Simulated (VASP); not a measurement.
**HCl: vibrations by perturbation theory with LDA**

HCl:

```
CELL_PARAMETERS angstrom
-1.80378 1.80357 2.49537
1.80378 -1.80357 2.49537
1.80378 1.80357 -2.49537
ATOMIC_POSITIONS crystal
H 0.70297 0.70297 0.00000
Cl 0.96503 0.96503 0.00000
```

```yaml
Program: VASP 6.6.1
Task: vibrations by perturbation theory
Functional: LDA
Potentials_or_basis: VASP PAW LDA potentials, release 64 (H, Cl)
Cutoff: 520 eV
k_mesh: 10 × 10 × 10
Occupations: gaussian, width 0.01 eV
Spin: no spin polarisation
Dipole_correction: no
Further_INCAR_settings: ALGO = Normal; EDIFF = 1e-08; IBRION = 8; NSW = 1
```

```json
{
 "Electronic dielectric tensor (diagonal)": "2.66, 2.66, 2.76",
 "Born charges (mean of the diagonal)": "H +0.44; Cl -0.44 e",
 "Highest phonon frequency at Γ, LO-TO splitting left out": "2677 cm⁻¹"
}
```

Phonon frequencies in cm⁻¹ (negative: imaginary):
| q point | frequencies |
| --- | --- |
| (0.000, 0.000, 0.000) | -1 0 0 211 211 2677 |

Electronic dielectric tensor:
```
2.66 0.00 0.00
0.00 2.66 0.00
0.00 0.00 2.76
```

Born effective charge tensors (e):
atom 1, H
```
0.38 0.00 0.00
0.00 0.38 0.00
0.00 0.00 0.58
```
atom 2, Cl
```
-0.38  0.00  0.00
 0.00 -0.38  0.00
 0.00  0.00 -0.58
```

Wall time 19 min on 1 thread of Intel(R) Xeon(R) Platinum 8175M CPU @ 2.50GHz (Skylake/Cascade Lake), on a shared host, peak memory 0.35 GiB.
